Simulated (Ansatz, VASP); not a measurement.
**Ca2Ge3N in VASP and in Ansatz**

```
CELL_PARAMETERS angstrom
3.53879 0.00000 0.00000
-1.76939 3.06468 0.00000
0.00000 0.00000 11.35410
ATOMIC_POSITIONS crystal
Ca 0.66667 0.33333 0.88908
Ca 0.33333 0.66667 0.11092
Ge 0.66667 0.33333 0.34631
Ge 0.33333 0.66667 0.65369
Ge 0.00000 0.00000 0.50000
N 0.00000 0.00000 0.00000
```

Change from the starting cell: species swapped into the Li3YBi2 type (P-3m1, No. 164).

Alike in both runs: functional PBE; k mesh 12 × 12 × 4; occupations gaussian, width 0.1 eV; no spin polarisation.

Ansatz relaxed the structure, and its values are those at the end. VASP's run is a single point on that final structure, the one shown.

|  | VASP | Ansatz |
| --- | --- | --- |
| version | VASP 6.6.1 | Ansatz 0.2.0 |
| potentials or method | VASP PAW PBE potentials, release 64 (Ca_sv, Ge_d, N), cutoff 520 eV | scalar-relativistic, plane waves, PAW |
| valence electrons in the cell | 67 | 67 |

```tsv
	VASP	Ansatz	Ansatz less VASP
gap on the k mesh at the Fermi level (eV)	none	none	-
pressure (GPa)	0.2	0.0	-0.16
rms of the force components (eV/Å)	0.014	0.000	-0.0135
```

A gap of «none» marks a metal or a gap that the smearing closes.
